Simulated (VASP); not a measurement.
Input of a VASP 6.6.1 run:

The input INCAR:

```
SYSTEM = Ir3F
PREC = Accurate
ENCUT = 520
EDIFF = 1E-7
ISMEAR = 0
SIGMA = 0.1
LREAL = .False.
LASPH = .True.
NELM = 100
ALGO = Normal
ISIF = 2
LWAVE = .False.
LCHARG = .False.
LDIPOL = .True.
IDIPOL = 3
DIPOL = 0.5 0.5 0.351
GGA = PE
NBANDS = 25
```

KPOINTS

```
Automatic mesh
0
Gamma
  10 10 1
  0 0 0
```

The input POSCAR:

```
Ir3F
1.0
    2.7367600872      0.0000000000      0.0000000000
    0.0000000000      2.7367600872      0.0000000000
    0.0000000000      0.0000000000     19.1883373424
Ir F
3 1
Direct
    0.5000000000      0.5000000000      0.2084599582
    0.0000000000      0.0000000000      0.3045662607
    0.5000000000      0.5000000000      0.4006776202
    0.5000000000      0.8333333333      0.4911145645
```

Potentials or basis: VASP PAW PBE potentials, release 64 (Ir, F).

The run is started by

```bash
$ cat potpaw_PBE.64/Ir/POTCAR potpaw_PBE.64/F/POTCAR > POTCAR
$ mpirun -np 1 vasp_std > vasp.out
```

Problem. Predict the largest force.

Solution. 0.507 eV/Å.

Problem. What does it give for the band gap on the k mesh?

Solution. Zero (band 17 reaches -0.12 eV, above the bottom of band 18 at -1.94 eV).

Forces in eV/Å, atoms in the order of the input:
```
Ir   0.000 -0.282 -0.125
Ir   0.000  0.399 -0.312
Ir   0.000 -0.329  0.276
F    0.000  0.212  0.160
```

Caveat: spin-orbit coupling is left out, which moves the levels of the heavy elements.
